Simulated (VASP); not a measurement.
# NaF (Fm-3m) in VASP: a series of runs

Runs on NaF. Level: PBE-based screened hybrid. Tasks: single point.

Program: VASP 6.6.1. These are calculated values, not measurements. Logs are shortened: lines on timing, memory, paths and dates and some standing lists are left out, and cuts for length are marked.

**1. The cell of the first run**

It takes space group Fm-3m (No. 225, cubic). The conventional cell has a = 4.594 Å, b = 4.594 Å, c = 4.594 Å, α = 90.00°, β = 90.00°, γ = 90.00°. Na (site symmetry m-3m) has 6 F at 2.30 Å within 3.0 Å. F (site symmetry m-3m) has 6 Na at 2.30 Å within 3.0 Å.

**2. Single point, PBE-based screened hybrid**

Contents of POSCAR:

```
NaF
1.0
    0.0000000000      2.2971680881      2.2971680881
    2.2971680881      0.0000000000      2.2971680881
    2.2971680881      2.2971680881      0.0000000000
Na F
1 1
Direct
    0.0000000000      0.0000000000      0.0000000000
    0.5000000000      0.5000000000      0.5000000000
```

Contents of INCAR.step1:

```
SYSTEM = NaF
PREC     = Accurate       ! precision mode
ENCUT    = 520            ! plane-wave cutoff, eV
EDIFF    = 1E-5           ! SCF threshold, eV
ISMEAR   = 0              ! smearing method
SIGMA    = 0.01           ! smearing width, eV
LREAL    = .FALSE.        ! projectors in reciprocal space
LASPH    = .TRUE.         ! aspherical terms in the spheres
NELM     = 80             ! most SCF steps
ALGO     = Normal         ! electronic algorithm
ISIF     = 2              ! what is computed and relaxed
LWAVE    = .TRUE.         ! write WAVECAR
LCHARG   = .FALSE.        ! write CHGCAR
GGA      = PE             ! functional
NBANDS   = 14             ! bands
```

Contents of INCAR.step2:

```
SYSTEM = NaF
PREC     = Accurate       ! precision mode
ENCUT    = 520            ! plane-wave cutoff, eV
EDIFF    = 1E-6           ! SCF threshold, eV
ISMEAR   = 0              ! smearing method
SIGMA    = 0.01           ! smearing width, eV
LREAL    = .FALSE.        ! projectors in reciprocal space
LASPH    = .TRUE.         ! aspherical terms in the spheres
NELM     = 80             ! most SCF steps
ALGO     = Normal         ! electronic algorithm
ISIF     = 2              ! what is computed and relaxed
LWAVE    = .FALSE.        ! write WAVECAR
LCHARG   = .FALSE.        ! write CHGCAR
GGA      = PE             ! functional
LHFCALC  = .TRUE.         ! exact exchange
AEXX     = 0.2            ! exact-exchange fraction
HFSCREEN = 0.5            ! screening, 1/A
PRECFOCK = Normal       
ISTART   = 1            
NBANDS   = 14             ! bands
```

Contents of KPOINTS:

```
regular mesh
0
G
  4 4 4
  0 0 0
```

Potentials or basis: VASP PAW PBE potentials, release 64 (Na_pv, F).

Started as:

```
> cat potpaw_PBE.64/Na_pv/POTCAR potpaw_PBE.64/F/POTCAR > POTCAR
> cp INCAR.step1 INCAR
> mpirun -np 1 vasp_std > vasp.out
> cp INCAR.step2 INCAR
> mpirun -np 1 vasp_std > vasp.out
```

OUTCAR:

```text
SYSTEM = NaF
   PREC = Accurate
   ENCUT = 520
   EDIFF = 1E-6
   ISMEAR = 0
   LREAL = .FALSE.
   LASPH = .TRUE.
   NELM = 80
   ISIF = 2
   GGA = PE
   LHFCALC = .TRUE.
   AEXX = 0.2
   HFSCREEN = 0.5
   PRECFOCK = Normal
   ISTART = 1

 ion  position               nearest neighbor table
   1  0.000  0.000  0.000-   2 2.30   2 2.30   2 2.30   2 2.30   2 2.30   2 2.30
   2  0.500  0.500  0.500-   1 2.30   1 2.30   1 2.30   1 2.30   1 2.30   1 2.30

  LATTYP: Found a face centered cubic cell.
 ALAT       =     4.5943361762

  Lattice vectors:

 A1 = (   0.0000000000,   2.2971680881,   2.2971680881)
 A2 = (   2.2971680881,   0.0000000000,   2.2971680881)
 A3 = (   2.2971680881,   2.2971680881,   0.0000000000)

Analysis of symmetry for initial positions (statically):
=====================================================================
 Subroutine PRICEL returns:
 Original cell was already a primitive cell.

 Routine SETGRP: Setting up the symmetry group for a
 face centered cubic supercell.

 Subroutine GETGRP returns: Found 48 space group operations
 (whereof 48 operations were pure point group operations)
 out of a pool of 48 trial point group operations.

The static configuration has the point symmetry O_h .

Analysis of symmetry for dynamics (positions and initial velocities):
=====================================================================
 Subroutine PRICEL returns:
 Original cell was already a primitive cell.

 Routine SETGRP: Setting up the symmetry group for a
 face centered cubic supercell.

 Subroutine GETGRP returns: Found 48 space group operations
 (whereof 48 operations were pure point group operations)
 out of a pool of 48 trial point group operations.

The dynamic configuration has the point symmetry O_h .

 Subroutine INISYM returns: Found 48 space group operations
 (whereof 48 operations are pure point group operations),
 and found     1 'primitive' translations

----------------------------------------------------------------------------------------

                                     Primitive cell

  volume of cell :      24.2442

  direct lattice vectors                    reciprocal lattice vectors
     0.000000000  2.297168088  2.297168088    -0.217659301  0.217659301  0.217659301
     2.297168088  0.000000000  2.297168088     0.217659301 -0.217659301  0.217659301
     2.297168088  2.297168088  0.000000000     0.217659301  0.217659301 -0.217659301

  length of vectors
     3.248686265  3.248686265  3.248686265     0.376996968  0.376996968  0.376996968

  position of ions in fractional coordinates (direct lattice)
     0.000000000  0.000000000  0.000000000
     0.500000000  0.500000000  0.500000000

  ion indices of the primitive-cell ions
   primitive index   ion index
                 1           1
                 2           2

----------------------------------------------------------------------------------------

 KPOINTS: regular mesh

Automatic generation of k-mesh.
 Grid dimensions read from file:
 generate k-points for:    4    4    4

 Generating k-lattice:

  Cartesian coordinates                     Fractional coordinates (reciprocal lattice)
    -0.054414825  0.054414825  0.054414825     0.250000000  0.000000000  0.000000000
     0.054414825 -0.054414825  0.054414825     0.000000000  0.250000000  0.000000000
     0.054414825  0.054414825 -0.054414825     0.000000000  0.000000000  0.250000000

  Length of vectors
     0.094249242  0.094249242  0.094249242

  Shift w.r.t. Gamma in fractional coordinates (k-lattice)
     0.000000000  0.000000000  0.000000000

 Subroutine IBZKPT returns following result:
 ===========================================

 Found      8 irreducible k-points:

 Following reciprocal coordinates:
            Coordinates               Weight
  0.000000  0.000000  0.000000      1.000000
  0.250000  0.000000  0.000000      8.000000
  0.500000  0.000000  0.000000      4.000000
  0.250000  0.250000  0.000000      6.000000
  0.500000  0.250000  0.000000     24.000000
 -0.250000  0.250000  0.000000     12.000000
  0.500000  0.500000  0.000000      3.000000
 -0.250000  0.500000  0.250000      6.000000
   k-points           NKPTS =      8   k-points in BZ     NKDIM =     64   number of bands    NBANDS=     14
   number of dos      NEDOS =    301   number of ions     NIONS =      2
   total plane-waves  NPLWV =  13824
   dimension x,y,z NGX =    24 NGY =   24 NGZ =   24
   dimension x,y,z NGXF=    48 NGYF=   48 NGZF=   48
   ions per type =               1   1
   NGX,Y,Z   is equivalent  to a cutoff of  12.28, 12.28, 12.28 a.u.
   NGXF,Y,Z  is equivalent  to a cutoff of  24.56, 24.56, 24.56 a.u.
 SYSTEM =  NaF
   PREC   = accura    normal or accurate (medium, high low for compatibility)
   ISTART =      1    job   : 0-new  1-cont  2-samecut
   ICHARG =      0    charge: 1-file 2-atom 10-const
   ISPIN  =      1    spin polarized calculation?
   LNONCOLLINEAR =      F non collinear calculations
   LSORBIT =      F    spin-orbit coupling
   LASPH  =      T    aspherical Exc in radial PAW
   ENCUT  =  520.0 eV  38.22 Ry    6.18 a.u.   6.04  6.04  6.04*2*pi/ulx,y,z
   NELM   =     80;   NELMIN=  2; NELMDL=  0     # of ELM steps
   EDIFF  = 0.1E-05   stopping-criterion for ELM
   LREAL  =      F    real-space projection
   EDIFFG = 0.1E-04   stopping-criterion for IOM
   NSW    =      0    number of steps for IOM
   IBRION =     -1    ionic relax: 0-MD 1-quasi-New 2-CG
   NFREE  =      0    steps in history (QN), initial steepest desc. (CG)
   ISIF   =      2    stress and relaxation
   ISYM   =      3    0-nonsym 1-usesym 2-fastsym
   POTIM  = 0.5000    time-step for ionic-motion
   TEBEG  =    0.0;   TEEND  =   0.0 temperature during run
   PSTRESS=    0.0 pullay stress
   NELECT =      14.0000    total number of electrons
   NUPDOWN=      -1.0000    fix difference up-down
   EMIN   =  10.00;   EMAX   =-10.00  energy-range for DOS
   EFERMI =   0.00;   METHOD = LEGACY
   ISMEAR =     0;   SIGMA  =   0.01  broadening in eV -4-tet -1-fermi 0-gaus
   EFERMI_NEDOS =   21; number of points for ismear=-14 and -15
   IALGO  =     38    algorithm
   IMIX   =      1    mixing-type and parameters
     AMIX     =   0.40;   BMIX     =  1.00
     AMIX_MAG =   1.60;   BMIX_MAG =  1.00
  volume/ion in A,a.u.               =      12.12        81.80
  Fermi-wavevector in a.u.,A,eV,Ry     =   1.363269  2.576204 25.286442  1.858501
  Thomas-Fermi vector in A             =   2.489686
   LORBIT       =      0    0 simple, 1 ext, 2 COOP (PROOUT), +10 PAW based schemes
   GGA     = PE    functional components
   LHFCALC =     T    Hartree Fock is set to
   PRECFOCK=normal    Normal, Fast or Accurate (Low or Medium for compatibility)
   ENCUT4O =  -1.0   cutoff for four orbital integrals eV
   NKREDX  =     1    reduce k-point grid by
   NKREDY  =     1    reduce k-point grid by
   NKREDZ  =     1    reduce k-point grid by
   AEXX    =    0.2000 exact exchange contribution
   HFSCREEN=    0.5000 screening length (either q_TF or 0.3 A-1)
   HFSCREENC=   0.5000 screening length for correlation (either q_TF or 0.3 A-1)
   ENCUTFOCK=  -1.0 apply spherical cutoff to Coloumb kernel
   IVDW    =     0    specifies the selected vdW correction
   LEPSILON=     F    determine dielectric tensor
   LRPA    =     F    only Hartree local field effects (RPA)
 non-spin polarized calculation
 Gauss-broadening in eV      SIGMA  =   0.01
  energy-cutoff  :      520.00
  volume of cell :       24.24
 maximum number of plane-waves:       656
  NGX = 20; NGY = 20; NGZ = 20

 number of electron      13.9999992 magnetization

 Free energy of the ion-electron system (eV)
  ---------------------------------------------------
  ext. energy  EPLUGINS =         0.00000000
  ---------------------------------------------------
  free energy    TOTEN  =        -9.52319840 eV

  energy without entropy =       -9.52319840  energy(sigma->0) =       -9.52319840

 E-fermi :  -2.8019     XC(G=0):  -8.2734

 val. band max:       -2.9254656686   @ k =   0.0000   0.0000   0.0000
 cond. band min:       4.6264947839   @ k =   0.0000   0.0000   0.0000
 fundamental gap:      7.5519604525
 Fermi energy:        -2.8018811857

 k-point     1 :       0.0000    0.0000    0.0000
  band No.  band energies     occupation
      1     -23.3005      2.00000
      2     -22.8655      2.00000
      3     -22.8655      2.00000
      4     -22.8655      2.00000
      5      -2.9255      2.00000
      6      -2.9255      2.00000
      7      -2.9255      2.00000
      8       4.6265      0.00000
      9      17.4779      0.00000
     10      17.4779      0.00000
     11      17.4780      0.00000
     12      20.2862      0.00000
     13      22.7345      0.00000
     14      22.7345      0.00000

 k-point     2 :       0.2500    0.0000    0.0000
  band No.  band energies     occupation
      1     -23.6784      2.00000
      2     -22.8712      2.00000
      3     -22.8712      2.00000
      4     -22.4096      2.00000
      5      -3.8322      2.00000
      6      -3.0624      2.00000
      7      -3.0624      2.00000
      8       6.5277      0.00000
      9      13.5975      0.00000
     10      18.3081      0.00000
     11      18.3081      0.00000
     12      21.5039      0.00000
     13      21.5040      0.00000
     14      23.1489      0.00000
[... 71 lines left out ...]
      1     -23.0315      2.00000
      2     -23.0087      2.00000
      3     -22.9201      2.00000
      4     -22.9201      2.00000
      5      -4.2393      2.00000
      6      -3.3500      2.00000
      7      -3.3500      2.00000
      8      11.6086      0.00000
      9      11.6696      0.00000
     10      12.1595      0.00000
     11      18.5627      0.00000
     12      18.5627      0.00000
     13      22.8364      0.00000
     14      27.6225      0.00000

 k-point     8 :      -0.2500    0.5000    0.2500
  band No.  band energies     occupation
      1     -23.4579      2.00000
      2     -22.9640      2.00000
      3     -22.9640      2.00000
      4     -22.4549      2.00000
      5      -3.8271      2.00000
      6      -3.8271      2.00000
      7      -3.5223      2.00000
      8      11.6614      0.00000
      9      11.6614      0.00000
     10      13.8240      0.00000
     11      15.5475      0.00000
     12      22.2168      0.00000
     13      22.2168      0.00000
     14      25.7652      0.00000

------------------------ aborting loop because EDIFF is reached ----------------------------------------

  FORCE on cell =-STRESS in cart. coord.  units (eV):
  Direction    XX          YY          ZZ          XY          YZ          ZX
  --------------------------------------------------------------------------------------
  -------------------------------------------------------------------------------------
  Total        0.3181444      0.3181444      0.3181444     -0.0000000     -0.0000000      0.0000000
  in kB       21.0245432     21.0245432     21.0245432     -0.0000000     -0.0000000      0.0000000
  external PRESSURE =      21.0245432 kB  Pullay stress =       0.0000000 kB

 VOLUME and BASIS-vectors are now :
 -----------------------------------------------------------------------------
  energy-cutoff  :      520.00
  volume of cell :       24.24
      direct lattice vectors                 reciprocal lattice vectors
     0.000000000  2.297168088  2.297168088    -0.217659301  0.217659301  0.217659301
     2.297168088  0.000000000  2.297168088     0.217659301 -0.217659301  0.217659301
     2.297168088  2.297168088  0.000000000     0.217659301  0.217659301 -0.217659301

 POSITION                                       TOTAL-FORCE (eV/Angst)
 -----------------------------------------------------------------------------------
      0.00000      0.00000      0.00000         0.000000      0.000000      0.000000
      2.29717      2.29717      2.29717        -0.000000     -0.000000     -0.000000
 -----------------------------------------------------------------------------------
    total drift:                               -0.000003     -0.000004     -0.000004

  FREE ENERGIE OF THE ION-ELECTRON SYSTEM (eV)
  ---------------------------------------------------
  free  energy   TOTEN  =        -9.5231983995 eV

  energy  without entropy=       -9.5231983995  energy(sigma->0) =       -9.52319840
```

Run time: 2.4 min. Hardware: 1 thread of AMD EPYC 7R43 (Zen 3), shared host; peak memory 0.19 GiB.

Results:

| Quantity | Value |
| --- | --- |
| Free energy | -9.5232 eV |
| Pressure | 2.1 GPa |
| Band gap on the k mesh | 7.55 eV, direct |

Levels at points of the mesh, in eV from the valence-band top:
| k point | band 4 | band 5 | band 6 | band 7 | band 8 | band 9 | band 10 | band 11 |
| --- | --- | --- | --- | --- | --- | --- | --- | --- |
| (0.00, 0.00, 0.00) | -19.94 | 0.00 | 0.00 | 0.00 | 7.55 | 20.40 | 20.40 | 20.40 |
| (0.50, 0.00, 0.00) | -19.20 | -1.63 | -0.27 | -0.27 | 12.09 | 13.91 | 21.66 | 21.66 |
| (0.50, 0.50, 0.00) | -19.99 | -1.31 | -0.42 | -0.42 | 14.53 | 14.60 | 15.08 | 21.49 |

Caveat: the k points lie up to 0.59 Å⁻¹ apart; the PAW data sets were made with another functional, which shifts forces and pressure a little.

**3. Single point, PBE-based screened hybrid**

POSCAR is that of step 2.

Contents of INCAR.step1:

```
SYSTEM = NaF
PREC = Accurate ; ENCUT = 520
EDIFF = 1E-5 ; ISMEAR = 0
SIGMA = 0.01 ; LREAL = .FALSE.
LASPH = .TRUE. ; NELM = 60
ALGO = Normal ; ISIF = 2
LWAVE = .TRUE. ; GGA = PE
NBANDS = 14
```

Contents of INCAR.step2:

```
SYSTEM = NaF
PREC = Accurate ; ENCUT = 520
EDIFF = 1E-6 ; ISMEAR = 0
SIGMA = 0.01 ; LREAL = .FALSE.
LASPH = .TRUE. ; NELM = 60
ALGO = Normal ; ISIF = 2
LWAVE = .FALSE. ; LCHARG = .TRUE.
GGA = PE ; LHFCALC = .TRUE.
AEXX = 0.1 ; HFSCREEN = 0.3
PRECFOCK = Normal ; LELF = .TRUE.
LVHAR = .TRUE. ; ISTART = 1
NBANDS = 14
```

KPOINTS is that of step 2.

Potentials or basis: VASP PAW PBE potentials, release 64 (Na_pv, F).

Started as:

```
> cat potpaw_PBE.64/Na_pv/POTCAR potpaw_PBE.64/F/POTCAR > POTCAR
> cp INCAR.step1 INCAR
> mpirun -np 1 vasp_std > vasp.out
> cp INCAR.step2 INCAR
> mpirun -np 1 vasp_std > vasp.out
```

It took 2.5 min on 1 thread of AMD EPYC 7R43 (Zen 3), shared host; peak memory 0.2 GiB.

It converged, with:

* Free energy: -9.1679 eV
* Pressure: 2.8 GPa
* Band gap on the k mesh: 7.19 eV, direct

Levels at points of the mesh, in eV from the valence-band top:
```csv
k point,band 3,band 4,band 5,band 6,band 7,band 8,band 9,band 10,band 11,band 12
"(0.00, 0.00, 0.00)",-19.44,-19.44,0.00,0.00,0.00,7.19,19.99,19.99,19.99,22.83
"(0.50, 0.00, 0.00)",-19.45,-18.69,-1.65,-0.27,-0.27,11.71,13.52,21.24,21.24,24.16
"(0.50, 0.50, 0.00)",-19.49,-19.49,-1.33,-0.43,-0.43,14.15,14.20,14.69,21.03,21.03
```

Caveat: the k points lie up to 0.59 Å⁻¹ apart; the PAW data sets were made with another functional, which shifts forces and pressure a little.
